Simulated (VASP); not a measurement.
# Pb (Im-3m) in VASP: notebook

Runs on Pb. Level: revPBE. Tasks: single point.

All numbers are computed with VASP 6.6.1; they aren't measurements. Logs are shortened: lines on timing, memory, paths and dates and some standing lists are left out, and cuts for length are marked.

## 1. The cell of the first run

The structure is cubic, space group Im-3m (No. 229). Conventional cell: a = 4.139 Å, b = 4.139 Å, c = 4.139 Å, α = 90.00°, β = 90.00°, γ = 90.00°. Within 4.7 Å of Pb (site symmetry m-3m) lie 14 Pb at 3.58 to 4.14 Å.

## 2. Single point, revPBE (volume scaled by 1.08)

INCAR reads:

```
ALGO = Normal ; EDIFF = 1E-6
ENCUT = 520 ; GGA = RE
ISIF = 2 ; ISMEAR = -1
LASPH = True ; LCHARG = False
LREAL = False ; LWAVE = False
NBANDS = 13 ; NELM = 80
PREC = Accurate ; SIGMA = 0.1
```

KPOINTS reads:

```
k-points
0
Gamma
  12 12 12
```

POSCAR reads:

```
Pb
1.0
   -2.0697122037      2.0697122037      2.0697122037
    2.0697122037     -2.0697122037      2.0697122037
    2.0697122037      2.0697122037     -2.0697122037
Pb
1
Direct
    0.0000000000      0.0000000000      0.0000000000
```

Potentials or basis: VASP PAW PBE potentials, release 64 (Pb_d).

On the command line:

```bash
$ cat potpaw_PBE.64/Pb_d/POTCAR > POTCAR
$ mpirun -np 1 vasp_std > vasp.out
```

OUTCAR:

```text
EDIFF = 1E-6
   ENCUT = 520
   GGA = RE
   ISIF = 2
   ISMEAR = -1
   LASPH = True
   LREAL = False
   NELM = 80
   PREC = Accurate

 ion  position               nearest neighbor table
   1  0.000  0.000  0.000-

  LATTYP: Found a body centered cubic cell.
 ALAT       =     4.1394244074

  Lattice vectors:

 A1 = (  -2.0697122037,   2.0697122037,   2.0697122037)
 A2 = (   2.0697122037,  -2.0697122037,   2.0697122037)
 A3 = (   2.0697122037,   2.0697122037,  -2.0697122037)

Analysis of symmetry for initial positions (statically):
=====================================================================
 Subroutine PRICEL returns:
 Original cell was already a primitive cell.

 Routine SETGRP: Setting up the symmetry group for a
 body centered cubic supercell.

 Subroutine GETGRP returns: Found 48 space group operations
 (whereof 48 operations were pure point group operations)
 out of a pool of 48 trial point group operations.

The static configuration has the point symmetry O_h .

Analysis of symmetry for dynamics (positions and initial velocities):
=====================================================================
 Subroutine PRICEL returns:
 Original cell was already a primitive cell.

 Routine SETGRP: Setting up the symmetry group for a
 body centered cubic supercell.

 Subroutine GETGRP returns: Found 48 space group operations
 (whereof 48 operations were pure point group operations)
 out of a pool of 48 trial point group operations.

The dynamic configuration has the point symmetry O_h .

 Subroutine INISYM returns: Found 48 space group operations
 (whereof 48 operations are pure point group operations),
 and found     1 'primitive' translations

----------------------------------------------------------------------------------------

                                     Primitive cell

  volume of cell :      35.4642

  direct lattice vectors                    reciprocal lattice vectors
    -2.069712204  2.069712204  2.069712204     0.000000000  0.241579481  0.241579481
     2.069712204 -2.069712204  2.069712204     0.241579481  0.000000000  0.241579481
     2.069712204  2.069712204 -2.069712204     0.241579481  0.241579481  0.000000000

  length of vectors
     3.584846694  3.584846694  3.584846694     0.341644978  0.341644978  0.341644978

  position of ions in fractional coordinates (direct lattice)
     0.000000000  0.000000000  0.000000000

  ion indices of the primitive-cell ions
   primitive index   ion index
                 1           1

----------------------------------------------------------------------------------------

 KPOINTS: k-points

Automatic generation of k-mesh.
 Grid dimensions read from file:
 generate k-points for:   12   12   12

 Generating k-lattice:

  Cartesian coordinates                     Fractional coordinates (reciprocal lattice)
     0.000000000  0.020131623  0.020131623     0.083333333  0.000000000  0.000000000
     0.020131623  0.000000000  0.020131623     0.000000000  0.083333333  0.000000000
     0.020131623  0.020131623  0.000000000     0.000000000  0.000000000  0.083333333

  Length of vectors
     0.028470415  0.028470415  0.028470415

  Shift w.r.t. Gamma in fractional coordinates (k-lattice)
     0.000000000  0.000000000  0.000000000

 Subroutine IBZKPT returns following result:
 ===========================================

 Found     72 irreducible k-points:

 Following reciprocal coordinates:
            Coordinates               Weight
  0.000000  0.000000  0.000000      1.000000
  0.083333  0.000000  0.000000     12.000000
  0.166667  0.000000  0.000000     12.000000
  0.250000  0.000000  0.000000     12.000000
  0.333333  0.000000  0.000000     12.000000
  0.416667  0.000000  0.000000     12.000000
[... 16 lines left out ...]
  0.333333  0.083333  0.083333     24.000000
  0.416667  0.083333  0.083333     12.000000
 [... further k-points ...]
   k-points           NKPTS =     72   k-points in BZ     NKDIM =     72   number of bands    NBANDS=     13
   number of dos      NEDOS =    301   number of ions     NIONS =      1
   total plane-waves  NPLWV =  21952
   dimension x,y,z NGX =    28 NGY =   28 NGZ =   28
   dimension x,y,z NGXF=    56 NGYF=   56 NGZF=   56
   ions per type =               1
   NGX,Y,Z   is equivalent  to a cutoff of  12.98, 12.98, 12.98 a.u.
   NGXF,Y,Z  is equivalent  to a cutoff of  25.97, 25.97, 25.97 a.u.
 SYSTEM =  unknown system
   PREC   = accura    normal or accurate (medium, high low for compatibility)
   ISTART =      0    job   : 0-new  1-cont  2-samecut
   ICHARG =      2    charge: 1-file 2-atom 10-const
   ISPIN  =      1    spin polarized calculation?
   LNONCOLLINEAR =      F non collinear calculations
   LSORBIT =      F    spin-orbit coupling
   LASPH  =      T    aspherical Exc in radial PAW
   ENCUT  =  520.0 eV  38.22 Ry    6.18 a.u.   6.67  6.67  6.67*2*pi/ulx,y,z
   NELM   =     80;   NELMIN=  2; NELMDL= -5     # of ELM steps
   EDIFF  = 0.1E-05   stopping-criterion for ELM
   LREAL  =      F    real-space projection
   EDIFFG = 0.1E-04   stopping-criterion for IOM
   NSW    =      0    number of steps for IOM
   IBRION =     -1    ionic relax: 0-MD 1-quasi-New 2-CG
   NFREE  =      0    steps in history (QN), initial steepest desc. (CG)
   ISIF   =      2    stress and relaxation
   ISYM   =      2    0-nonsym 1-usesym 2-fastsym
   POTIM  = 0.5000    time-step for ionic-motion
   TEBEG  =    0.0;   TEEND  =   0.0 temperature during run
   PSTRESS=    0.0 pullay stress
   NELECT =      14.0000    total number of electrons
   NUPDOWN=      -1.0000    fix difference up-down
   EMIN   =  10.00;   EMAX   =-10.00  energy-range for DOS
   EFERMI =   0.00;   METHOD = LEGACY
   ISMEAR =    -1;   SIGMA  =   0.10  broadening in eV -4-tet -1-fermi 0-gaus
   EFERMI_NEDOS =   21; number of points for ismear=-14 and -15
   IALGO  =     38    algorithm
   IMIX   =      4    mixing-type and parameters
     AMIX     =   0.40;   BMIX     =  1.00
     AMIX_MAG =   1.60;   BMIX_MAG =  1.00
  volume/ion in A,a.u.               =      35.46       239.32
  Fermi-wavevector in a.u.,A,eV,Ry     =   1.200939  2.269445 19.623058  1.442254
  Thomas-Fermi vector in A             =   2.336761
   LORBIT       =      0    0 simple, 1 ext, 2 COOP (PROOUT), +10 PAW based schemes
   GGA     = RE    functional components
   LHFCALC =     F    Hartree Fock is set to
   AEXX    =    0.0000 exact exchange contribution
   IVDW    =     0    specifies the selected vdW correction
   LEPSILON=     F    determine dielectric tensor
   LRPA    =     F    only Hartree local field effects (RPA)
 non-spin polarized calculation
  energy-cutoff  :      520.00
  volume of cell :       35.46
 maximum number of plane-waves:       976
   NGX = 13   NGY = 13   NGZ = 13

 number of electron      14.0000004 magnetization

 Free energy of the ion-electron system (eV)
  ---------------------------------------------------
  ext. energy  EPLUGINS =         0.00000000
  ---------------------------------------------------
  free energy    TOTEN  =        -3.19358951 eV

  energy without entropy =       -3.17176404  energy(sigma->0) =       -3.18267678

 E-fermi :   5.7238     XC(G=0):  -9.3822

 val. band max:        5.7112937565   @ k =  -0.4167   0.5000   0.2500
 cond. band min:       5.8316654318   @ k =  -0.4167   0.4167   0.4167
 fundamental gap:      0.1203716753
 Fermi energy:         5.7238015188

 k-point     1 :       0.0000    0.0000    0.0000
  band No.  band energies     occupation
      1     -11.3394      2.00000
      2     -11.3394      2.00000
      3     -11.3394      2.00000
      4     -11.1882      2.00000
      5     -11.1882      2.00000
      6      -5.0426      2.00000
      7      12.1177      0.00000
      8      12.1177      0.00000
      9      12.1177      0.00000
     10      15.3628      0.00000
     11      16.5695      0.00000
     12      16.5695      0.00000
     13      16.5695      0.00000

 k-point     2 :       0.0833    0.0000    0.0000
  band No.  band energies     occupation
      1     -11.3427      2.00000
      2     -11.3345      2.00000
      3     -11.3236      2.00000
      4     -11.1920      2.00000
      5     -11.1887      2.00000
      6      -4.9237      2.00000
      7      10.8592      0.00000
      8      11.7482      0.00000
      9      11.9938      0.00000
     10      15.4520      0.00000
     11      16.0579      0.00000
     12      16.3899      0.00000
     13      16.4229      0.00000

 k-point     3 :       0.1667    0.0000    0.0000
  band No.  band energies     occupation
      1     -11.3518      2.00000
      2     -11.3233      2.00000
      3     -11.2802      2.00000
      4     -11.2010      2.00000
      5     -11.1899      2.00000
      6      -4.5698      2.00000
      7       8.6974      0.00000
      8      10.9356      0.00000
      9      11.6493      0.00000
     10      14.3215      0.00000
     11      15.3447      0.00000
     12      16.3394      0.00000
     13      17.5538      0.00000

 k-point     4 :       0.2500    0.0000    0.0000
  band No.  band energies     occupation
      1     -11.3643      2.00000
      2     -11.3142      2.00000
      3     -11.2200      2.00000
      4     -11.2082      2.00000
      5     -11.1915      2.00000
      6      -3.9945      2.00000
      7       6.5212      0.00069
      8      10.0744      0.00000
      9      11.1942      0.00000
     10      13.4749      0.00000
     11      14.7641      0.00000
     12      16.6871      0.00000
     13      18.1934      0.00000

 k-point     5 :       0.3333    0.0000    0.0000
  band No.  band energies     occupation
      1     -11.3767      2.00000
      2     -11.3150      2.00000
      3     -11.2070      2.00000
      4     -11.1930      2.00000
      5     -11.1588      2.00000
      6      -3.2432      2.00000
      7       4.5653      1.99998
      8       9.3678      0.00000
      9      10.7732      0.00000
     10      12.9029      0.00000
     11      14.3490      0.00000
     12      17.3491      0.00000
     13      18.7593      0.00000
[... 257 lines left out ...]
 k-point    22 :       0.2500    0.0833    0.0833
  band No.  band energies     occupation
      1     -11.3650      2.00000
      2     -11.3163      2.00000
      3     -11.2055      2.00000
      4     -11.1942      2.00000
      5     -11.1603      2.00000
      6      -3.0481      2.00000
      7       4.6005      1.99997
      8       8.1056      0.00000
      9       9.3538      0.00000
     10      14.8960      0.00000
     11      16.0101      0.00000
     12      17.7616      0.00000
     13      18.8598      0.00000

 k-point    23 :       0.3333    0.0833    0.0833
  band No.  band energies     occupation
      1     -11.3725      2.00000
      2     -11.3113      2.00000
      3     -11.2001      2.00000
      4     -11.1942      2.00000
      5     -11.1325      2.00000
      6      -2.3123      2.00000
      7       3.2650      2.00000
      8       7.5234      0.00000
      9       9.0372      0.00000
     10      14.5902      0.00000
     11      15.8891      0.00000
     12      18.4677      0.00000
     13      19.5195      0.00000

 k-point    24 :       0.4167    0.0833    0.0833
  band No.  band energies     occupation
      1     -11.3752      2.00000
      2     -11.3107      2.00000
      3     -11.1966      2.00000
      4     -11.1943      2.00000
      5     -11.1226      2.00000
      6      -1.9527      2.00000
      7       2.6967      2.00000
      8       7.3324      0.00000
      9       8.9293      0.00000
     10      14.4859      0.00000
     11      15.8301      0.00000
     12      18.8702      0.00000
     13      19.8576      0.00000

 [... further k-points ...]

------------------------ aborting loop because EDIFF is reached ----------------------------------------

  FORCE on cell =-STRESS in cart. coord.  units (eV):
  Direction    XX          YY          ZZ          XY          YZ          ZX
  --------------------------------------------------------------------------------------
  -------------------------------------------------------------------------------------
  Total       -0.4827482     -0.4827482     -0.4827482      0.0000000      0.0000000     -0.0000000
  in kB      -21.8092826    -21.8092826    -21.8092826      0.0000000      0.0000000     -0.0000000
  external PRESSURE =     -21.8092826 kB  Pullay stress =       0.0000000 kB

 VOLUME and BASIS-vectors are now :
 -----------------------------------------------------------------------------
  energy-cutoff  :      520.00
  volume of cell :       35.46
      direct lattice vectors                 reciprocal lattice vectors
    -2.069712204  2.069712204  2.069712204     0.000000000  0.241579481  0.241579481
     2.069712204 -2.069712204  2.069712204     0.241579481  0.000000000  0.241579481
     2.069712204  2.069712204 -2.069712204     0.241579481  0.241579481  0.000000000

 POSITION                                       TOTAL-FORCE (eV/Angst)
 -----------------------------------------------------------------------------------
      0.00000      0.00000      0.00000         0.000000      0.000000      0.000000
 -----------------------------------------------------------------------------------
    total drift:                               -0.000000     -0.000000     -0.000000

  FREE ENERGIE OF THE ION-ELECTRON SYSTEM (eV)
  ---------------------------------------------------
  free  energy   TOTEN  =        -3.1935895094 eV

  energy  without entropy=       -3.1717640421  energy(sigma->0) =       -3.18267678
```

It took 38 s on 1 thread of Intel Xeon 8259CL, shared host; peak memory 0.17 GiB.

What came out:

| Quantity | Value |
| --- | --- |
| Free energy | -3.1936 eV |
| Pressure | -2.2 GPa |
| Band gap on the k mesh | zero (band 7 reaches 12.12 eV, above the bottom of band 8 at 4.09 eV) |

Levels at points of the mesh, in eV from the Fermi level:
```
           k point  band 5  band 6  band 7  band 8  band 9  band 10
(0.00, 0.00, 0.00)  -16.91  -10.77    6.39    6.39    6.39     9.64
(0.50, 0.00, 0.00)  -16.82   -7.79   -3.33    3.03    4.66     6.74
(0.50, 0.50, 0.50)  -16.84   -5.76   -0.19   -0.19   -0.19     4.43
```

Caveat: the PAW data sets were made with another functional, which shifts forces and pressure a little; spin-orbit coupling is left out, which moves the levels of the heavy elements.

(Continued in part 2 of 2.)
